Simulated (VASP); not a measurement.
# Al36CN34 (a cell with a defect) in VASP: settings compared, part 2 of 2

VASP 6.6.1.

## 3. Single point, PBE, collinear spin

INCAR reads:

```
SYSTEM = Al36CN34
  PREC = Accurate
  ENCUT = 520
  EDIFF = 1E-7
  ISMEAR = 0
  SIGMA = 0.01
  LREAL = Auto
  LASPH = .True.
  NELM = 150
  ALGO = Normal
  ISIF = 2
  LWAVE = .False.
  LCHARG = .False.
  ISPIN = 2
  MAGMOM = 0.02 0 0 0 0 0 0 0 0 0 0 0 0.02 0 0 0 0.01 0 0 0 0 0 0 0 0 0 0 0 0 0 0 0 0 0 0 0 0.02 0.02 0.02 0 0 0 0 0 0 0.03 0 0 0.02 0.02 0 0.01 0.01 0.01 0 0.02 0 0 0 0.01 0 0 0 0.02 0 0.01 0 0 0 0 0.08
  LORBIT = 11
  NUPDOWN = 1.0
  GGA = PE
  NBANDS = 186
  NELECT = 281.0
```

KPOINTS reads:

```
Automatic mesh
0
Gamma
  1 1 1
  0.25 0.25 0.25
```

POSCAR reads:

```
Al36CN34
1.0
    9.3892708700      0.0000000883      0.0000000000
   -4.6946355115      8.1313470508      0.0000000000
    0.0000000000      0.0000000000     10.0348065900
Al N C
36 34 1
Direct
    0.2057240775      0.1028169750      0.2579379596
    0.1100760812      0.2232435437      0.5005544255
    0.2152624435      0.1069287133      0.7470686635
    0.1103377747      0.2232554341      0.9997547309
    0.2226101167      0.4459980675      0.2511636760
    0.1100684403      0.5545443334      0.5006759069
    0.2209015135      0.4442695022      0.7501850957
    0.1104256505      0.5552622324      0.9999355431
    0.2208071345      0.7764055972      0.2513205721
    0.1081484289      0.8842063898      0.5015333054
    0.2208590909      0.7761061079      0.7506431272
    0.1101238170      0.8876332092      0.9996502658
    0.5625339560      0.1031191144      0.2582209698
    0.4419656639      0.2181671283      0.5033743524
    0.5574376902      0.1069909372      0.7470294523
    0.4441686844      0.2228764854      0.9566537881
    0.5677805257      0.4696456656      0.2564079846
    0.4406227250      0.5544219308      0.4999161266
    0.5571836773      0.4485308212      0.7403971761
    0.4432599522      0.5564735419      0.9967360584
    0.5553207669      0.7786294092      0.2504103143
    0.4415130872      0.8842744264      0.5016429397
    0.5552118007      0.7775061990      0.7502690951
    0.4429273532      0.8877005983      0.9995413178
    0.8881268599      0.1108696549      0.2511752831
    0.7790020864      0.2233030088      0.5006710302
    0.8879552276      0.1101659799      0.7501309233
    0.7784077764      0.2232667231      0.9997347428
    0.8890305046      0.4461707971      0.2511490934
    0.7793797008      0.5544033977      0.4999316613
    0.8891638534      0.4443216651      0.7502417013
    0.7788577986      0.5565873814      0.9968427725
    0.8888458950      0.7784889827      0.2502232564
    0.7761857063      0.8867886579      0.4996622574
    0.8879379518      0.7775175756      0.7502592965
    0.7772993958      0.8892134289      0.9997306204
    0.2184931899      0.1065527182      0.4433510305
    0.1126142045      0.2228999422      0.1907724594
    0.2183559754      0.1097031510      0.9404144860
    0.1098663888      0.2217199164      0.6904638349
    0.2184306656      0.4439714140      0.4402003760
    0.1107394475      0.5554332243      0.1901390398
    0.2207901255      0.4439280125      0.9405642344
    0.1105388214      0.5548352069      0.6910563296
    0.2207758051      0.7765943137      0.4408465491
    0.1124498111      0.8900299395      0.1902524184
    0.2214187687      0.7779040854      0.9411263731
    0.1096578708      0.8864954313      0.6911029988
    0.5533079873      0.1065563976      0.4437757724
    0.5564414626      0.1097609047      0.9402583510
    0.4419787449      0.2177803930      0.7004057309
    0.4433771561      0.5572358948      0.1861568774
    0.5565147023      0.4477089980      0.9372193270
    0.4421264422      0.5567269264      0.6917467864
    0.5537274529      0.7783557833      0.4396823663
    0.4430861679      0.8900607057      0.1901876437
    0.5553549965      0.7791753869      0.9406799184
    0.4429243919      0.8864744215      0.6911407116
    0.8877488054      0.1103520720      0.4403074282
    0.7762258814      0.2230363142      0.1908293627
    0.8883657055      0.1117214398      0.9413809563
    0.7781989289      0.2218236223      0.6905457503
    0.8907201659      0.4440256434      0.4402342734
    0.7800205898      0.5576163114      0.1862303559
    0.8882370217      0.4439969489      0.9406097024
    0.7809296934      0.5568197857      0.6917723818
    0.8894830595      0.7782895050      0.4395583030
    0.7777246962      0.8894631179      0.1906415785
    0.8888249986      0.7792300056      0.9406222590
    0.7771944326      0.8882372712      0.6905151008
    0.5522306584      0.4393450903      0.4427373194
```

Potentials or basis: VASP PAW PBE potentials, release 64 (Al, N, C).

On the command line:

```
$ cat potpaw_PBE.64/Al/POTCAR potpaw_PBE.64/N/POTCAR potpaw_PBE.64/C/POTCAR > POTCAR
$ mpirun -np 1 vasp_std > vasp.out
```

It took 1.6 h on 1 thread of AMD EPYC 9755, shared host; peak memory 1.7 GiB.

It converged, with:

* Free energy: -528.7987 eV
* Largest force: 0.055 eV/Å
* Net moment: 1.00 μB per cell
* Site moments: Al +0.03, +0.00, -0.00, +0.01 (each value once); N +0.01, +0.02, +0.00, -0.00 (each value once); C +0.06 μB
* Valence electrons inside the program's atomic spheres: Al 0.79, 0.80, 0.81, 0.82 (each value once); N 3.84, 3.85, 3.83 (each value once); C 2.53

Forces on the atoms (eV/Å):
```
Al   0.004  0.006  0.005
Al  -0.028  0.015  0.000
Al   0.026 -0.013 -0.005
Al  -0.024  0.010  0.005
Al   0.026 -0.006 -0.001
Al  -0.022  0.018  0.004
Al   0.026 -0.015 -0.002
Al  -0.023  0.013  0.001
Al   0.035 -0.012  0.005
Al  -0.026  0.019  0.007
Al   0.024 -0.014 -0.002
Al  -0.020  0.014 -0.010
Al   0.028 -0.014 -0.028
Al  -0.040 -0.003  0.028
Al   0.021 -0.011 -0.008
Al  -0.028  0.019 -0.006
Al  -0.013 -0.007  0.000
Al  -0.034  0.021  0.017
Al   0.027 -0.013  0.014
Al  -0.021  0.012  0.008
Al   0.005 -0.021 -0.015
Al  -0.030  0.000  0.001
Al   0.029 -0.016 -0.003
Al  -0.026  0.016  0.009
Al   0.024  0.006 -0.010
Al  -0.023  0.019  0.004
Al   0.024 -0.013 -0.001
Al  -0.029  0.015  0.007
Al   0.029 -0.021  0.002
Al  -0.022  0.021  0.020
Al   0.022 -0.012 -0.001
Al  -0.028  0.010 -0.018
Al  -0.013  0.014  0.028
Al  -0.034  0.015  0.007
Al   0.023 -0.014 -0.002
Al  -0.024  0.008  0.003
N    0.037 -0.015  0.032
N   -0.039  0.007  0.000
N    0.038 -0.009 -0.008
N   -0.042  0.022  0.003
N    0.037 -0.023  0.003
N   -0.039  0.020 -0.004
N    0.039 -0.015 -0.008
N   -0.037  0.019  0.000
N    0.039 -0.018  0.000
N    0.007  0.001 -0.025
N    0.037 -0.014  0.002
N   -0.035  0.019 -0.006
N    0.030 -0.003 -0.014
N    0.046 -0.020  0.020
N   -0.039  0.017 -0.012
N   -0.030  0.025  0.003
N    0.024 -0.018 -0.008
N   -0.040  0.020 -0.005
N    0.046 -0.022 -0.004
N   -0.010  0.029  0.005
N    0.036 -0.016 -0.008
N   -0.035  0.020  0.002
N    0.037 -0.020  0.002
N   -0.036 -0.009  0.005
N    0.038 -0.015 -0.005
N   -0.040  0.013  0.001
N    0.029 -0.025 -0.004
N   -0.008 -0.023 -0.012
N    0.039 -0.018 -0.003
N   -0.044  0.008 -0.014
N    0.052 -0.019  0.005
N   -0.039  0.021 -0.003
N    0.035 -0.019  0.004
N   -0.040  0.023 -0.002
C    0.041 -0.012 -0.011
```

Caveat: the k points lie up to 0.39 Å⁻¹ apart; the cell carries a net charge on a neutralising background, which shifts energy and pressure; the total moment is fixed, so each spin has its own Fermi level and the state may be an excited one.
